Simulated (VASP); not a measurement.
A run of VASP 6.6.1 is set up as follows.

File INCAR:

```
SYSTEM = CdSe
PREC     = Accurate       ! precision mode
ENCUT    = 600            ! plane-wave cutoff, eV
EDIFF    = 1E-7           ! SCF threshold, eV
ISMEAR   = -1             ! smearing method
SIGMA    = 0.05           ! smearing width, eV
LREAL    = .False.        ! projectors in reciprocal space
LASPH    = .True.         ! aspherical terms in the spheres
NELM     = 60             ! most SCF steps
ALGO     = Normal         ! electronic algorithm
ISIF     = 3              ! what is computed and relaxed
LWAVE    = .False.        ! write WAVECAR
LCHARG   = .False.        ! write CHGCAR
GGA      = PE             ! functional
IVDW     = 12             ! dispersion correction
IBRION   = 2              ! ionic algorithm
NSW      = 60             ! ionic steps
EDIFFG   = -0.01          ! ionic threshold
```

The input KPOINTS:

```
regular mesh
0
Gamma
  8 8 8
  0 0 0
```

The input POSCAR:

```
CdSe
1.0
    0.0000000000      2.8739580000      2.8739580000
    2.8739580000      0.0000000000      2.8739580000
    2.8739580000      2.8739580000      0.0000000000
Cd Se
1 1
Direct
    0.0000000000      0.0000000000      0.0000000000
    0.5000000000      0.5000000000      0.5000000000
```

Potentials or basis: VASP PAW PBE potentials, release 64 (Cd, Se).

Command:

```sh
$ cat potpaw_PBE.64/Cd/POTCAR potpaw_PBE.64/Se/POTCAR > POTCAR
$ mpirun -np 1 vasp_std > vasp.out
```

(1) What does it give for the dispersion energy per atom?

(2) Estimate the band gap on the k mesh.

(3) What does it give for the relaxed cell?

## Answers

(1) -0.406 eV.

(2) zero (band 9 reaches 2.66 eV, above the bottom of band 10 at 2.21 eV).

(3) a = 4.004 Å, b = 4.004 Å, c = 4.004 Å, α = 60.00°, β = 60.00°, γ = 60.00°.
